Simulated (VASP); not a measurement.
The system is Pt.

```
CELL_PARAMETERS angstrom
1.55500 1.55500 1.55500
-1.55500 1.55500 1.55500
-1.55500 -1.55500 1.55500
ATOMIC_POSITIONS crystal
Pt 0.00000 0.00000 0.00000
```

This isn't the form of Pt at room conditions, which is fcc.

| Item | Value |
| --- | --- |
| Program | VASP 6.6.1 |
| Task | relaxation of cell and atoms |
| Functional | PBE |
| Potentials or basis | VASP PAW PBE potentials, release 64 (Pt) |
| Cutoff | 500 eV |
| k mesh | 10 × 10 × 10 |
| Occupations | gaussian, width 0.05 eV |
| Spin | no spin polarisation |

At the start: pressure 13.3 GPa; volume 15.04 Å³/atom.

Problem. How do energy, volume and symmetry change on relaxing?

Solution. Over 4 steps the energy falls by 30.1 meV/atom and the volume is 15.81 Å³/atom (+5.1 %); space group Im-3m (No. 229, to 0.1 Å) before and after.

Step by step:
| step | energy change (eV) | largest force (eV/Å) | pressure (GPa) | volume (Å³) |
| --- | --- | --- | --- | --- |
| 1 | 0.0000 | 0.0000 | 13.26 | 15.04 |
| 2 | 0.1309 | 0.0000 | -21.27 | 17.92 |
| 3 | -0.0301 | 0.0000 | -0.51 | 15.84 |
| 4 | -0.0301 | 0.0000 | -0.04 | 15.81 |

Final structure:
```cif
data_structure
_symmetry_space_group_name_H-M 'P 1'
_symmetry_Int_Tables_number 1
_cell_length_a 2.7383
_cell_length_b 2.7383
_cell_length_c 2.7383
_cell_angle_alpha 70.529
_cell_angle_beta 109.471
_cell_angle_gamma 70.529
_cell_volume 15.81
loop_
_atom_site_label
_atom_site_type_symbol
_atom_site_fract_x
_atom_site_fract_y
_atom_site_fract_z
_atom_site_occupancy
Pt1 Pt 0.00000 0.00000 0.00000 1
```
